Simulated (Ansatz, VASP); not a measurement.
N in VASP and in Ansatz

```
CELL_PARAMETERS angstrom
5.64900 0.00000 0.00000
0.00000 5.64900 0.00000
0.00000 0.00000 5.76198
ATOMIC_POSITIONS crystal
N 0.03000 0.03000 0.03000
N 0.47000 0.97000 0.53000
N 0.53000 0.47000 0.97000
N 0.97000 0.53000 0.47000
```

Change from the starting cell: zz strain of +2 %.

Alike in both runs: task single point; functional PBEsol; k mesh 4 × 4 × 4; occupations fermi-dirac, width 0.02 eV; no spin polarisation.

|  | VASP | Ansatz |
| --- | --- | --- |
| version | VASP 6.6.1 | Ansatz 0.2.0 |
| potentials or method | VASP PAW PBE potentials, release 64 (N), cutoff 520 eV | all-electron LAPW, scalar-relativistic |

```tsv
	VASP	Ansatz	Ansatz less VASP
pressure (GPa)	-3.9	-3.9	+0.04
traceless stress, the component that is largest in VASP (GPa)	0.11	0.11	-0.001
rms of the force components (eV/Å)	0.220	0.220	+0.0006
```

VASP's potentials were made for PBE, not for PBEsol. Atom by atom the forces differ by 0.001 eV/Å (rms over components). Ansatz ran all-electron here, and VASP with PAW potentials.
